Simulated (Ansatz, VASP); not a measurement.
**Sn in VASP and in Ansatz**

File INCAR:

```
  PREC = Accurate
  ENCUT = 500
  EDIFF = 1E-6
  ISMEAR = 0
  SIGMA = 0.05
  LREAL = F
  LASPH = T
  NELM = 200
  ALGO = Normal
  ISIF = 2
  LWAVE = F
  LCHARG = F
  MAGMOM = 0 0 0 0 0 0
  LORBIT = 11
  LSORBIT = T
  GGA_COMPAT = F
  LORBMOM = T
  GGA = LIBXC
  LIBXC1 = GGA_X_B88
  LIBXC2 = GGA_C_PBE
  NBANDS = 40
```

File KPOINTS:

```
Automatic mesh
0
Gamma
  5 5 5
```

POSCAR

```
Sn
1.0
    0.0000000000      3.2333428000      3.2333428000
    3.2333428000      0.0000000000      3.2333428000
    3.2333428000      3.2333428000      0.0000000000
Sn
2
Direct
    0.7493690000      0.7574840000      0.7577220000
    0.5098370000      0.4953860000      0.4979550000
```

Contents of input.yaml:

```yaml
crystal:
  lattice:
    - [0.0, 3.2333428, 3.2333428]
    - [3.2333428, 0.0, 3.2333428]
    - [3.2333428, 3.2333428, 0.0]
  atoms:
    - { symbol: Sn, position: [0.749369, 0.757484, 0.757722] }
    - { symbol: Sn, position: [0.509837, 0.495386, 0.497955] }
kpoints:
  mp_grid: { grid: [5, 5, 5] }
  band_path:
    path:
      - [0.0, 0.0, 0.0]
      - [0.5, 0.0, 0.5]
      - [0.5, 0.25, 0.75]
      - [0.375, 0.375, 0.75]
      - [0.0, 0.0, 0.0]
      - [0.5, 0.5, 0.5]
      - [0.625, 0.25, 0.625]
      - [0.5, 0.25, 0.75]
    npoints: 12
scf:
  occupations: { method: gaussian, width: 0.05 }
hamiltonian:
  xc: { exchange: b88, correlation: pbe }
  pseudopotentials: { kind: all_electron, lapw: { basis_error: 0.0005 } }
magnetization:
  noncollinear: true
  spin_orbit: true
output:
  forces: true
  stress: true
  eigenvalues: true
  fatbands: true
  dos: { projected: true, de: 0.1, e_range: [-14, 10] }
  populations: true
```

Change from the starting cell: atoms moved at random, drawn with an rms of 0.05 Å.

Alike in both runs: functional b88 exchange, pbe correlation; k mesh 5 × 5 × 5; occupations gaussian, width 0.05 eV; non-collinear spin, spin-orbit coupling.

|  | VASP | Ansatz |
| --- | --- | --- |
| version | VASP 6.6.1 | Ansatz 0.2.0 |
| potentials or method | VASP PAW PBE potentials, release 64 (Sn_d), cutoff 500 eV | all-electron LAPW, relativistic spinors |
| task | single point | projected density of states |

|  | VASP | Ansatz | Ansatz less VASP |
| --- | --- | --- | --- |
| pressure (GPa) | 3.8 | 3.8 | +0.01 |
| traceless stress, the component that is largest in VASP (GPa) | -1.73 | -1.73 | 0.000 |
| rms of the force components (eV/Å) | 0.338 | 0.338 | +0.0001 |
| net moment per atom (μB) | 0.00 | 0.00 | 0.000 |

VASP's potentials were made for PBE, not for b88 exchange, pbe correlation. Atom by atom the forces differ by 0.000 eV/Å (rms over components). Ansatz ran all-electron here, and VASP with PAW potentials.

Noted on Ansatz's run: the k mesh is thin for a metal, which can move the energy by tens of meV per atom.
